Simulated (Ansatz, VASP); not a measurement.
One calculation of NaPd, two programs

```xyz
4
Lattice="1.4499 -5.5725 0.0000 1.4499 5.5725 0.0000 0.0000 0.0000 4.8112" Properties=species:S:1:pos:R:3 pbc="T T T"
Na    1.4499   -3.7071    3.6084
Na    1.4499    3.7071    1.2028
Pd    1.4499   -0.6643    3.6084
Pd    1.4499    0.6643    1.2028
```

Alike in both runs: functional PBE; k mesh 12 × 12 × 10; occupations gaussian, width 0.1 eV; no spin polarisation.

Ansatz relaxed the structure, and its values are those at the end. VASP's run is a single point on that final structure, the one shown.

|  | VASP | Ansatz |
| --- | --- | --- |
| version | VASP 6.6.1 | Ansatz 0.2.0 |
| potentials or method | VASP PAW PBE potentials, release 64 (Na_pv, Pd), cutoff 520 eV | scalar-relativistic, plane waves, PAW |
| valence electrons in the cell | 34 | 54 |

```csv
,VASP,Ansatz,Ansatz less VASP
gap on the k mesh at the Fermi level (eV),none,none,-
pressure (GPa),0.0,0.0,-0.01
```

A gap of «none» marks a metal or a gap that the smearing closes. VASP's potentials hold 34 valence electrons a cell and Ansatz's 54, so a difference there can come from the potentials and not from the codes.
